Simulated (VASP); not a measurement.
Here is a VASP 6.6.1 calculation.

The input INCAR:

```
ALGO = Normal
EDIFF = 1E-6
ENCUT = 520
GGA = PE
ISIF = 2
ISMEAR = 1
LASPH = True
LCHARG = False
LREAL = False
LWAVE = False
NBANDS = 56
NELM = 100
PREC = Accurate
SIGMA = 0.1
```

KPOINTS

```
k-points
0
Gamma
  7 7 5
```

POSCAR

```
Si2W
1.0
    3.2292007286      3.2292007286      0.0000000000
   -3.2292007286      3.2292007286      0.0000000000
    0.0000000000      0.0000000000      7.8679106441
Si W
8 4
Direct
    0.0000000000      0.0000000000      0.3345207121
    0.0000000000      0.5000000000      0.8345207121
    0.5000000000      0.0000000000      0.8345207121
    0.5000000000      0.5000000000      0.3345207121
    0.0000000000      0.0000000000      0.6654792879
    0.0000000000      0.5000000000      0.1654792879
    0.5000000000      0.0000000000      0.1654792879
    0.5000000000      0.5000000000      0.6654792879
    0.0000000000      0.0000000000      0.0000000000
    0.0000000000      0.5000000000      0.5000000000
    0.5000000000      0.0000000000      0.5000000000
    0.5000000000      0.5000000000      0.0000000000
```

Potentials or basis: VASP PAW PBE potentials, release 64 (Si, W_sv).

Launch:

```console
$ cat potpaw_PBE.64/Si/POTCAR potpaw_PBE.64/W_sv/POTCAR > POTCAR
$ mpirun -np 1 vasp_std > vasp.out
```

Q: Predict the largest force.

A: 0.049 eV/Å.

Q: What does it give for the pressure?

A: 0.1 GPa.

Stress tensor (GPa, compression positive):
```
 0.23  0.00  0.00
 0.00  0.23  0.00
 0.00  0.00 -0.31
```
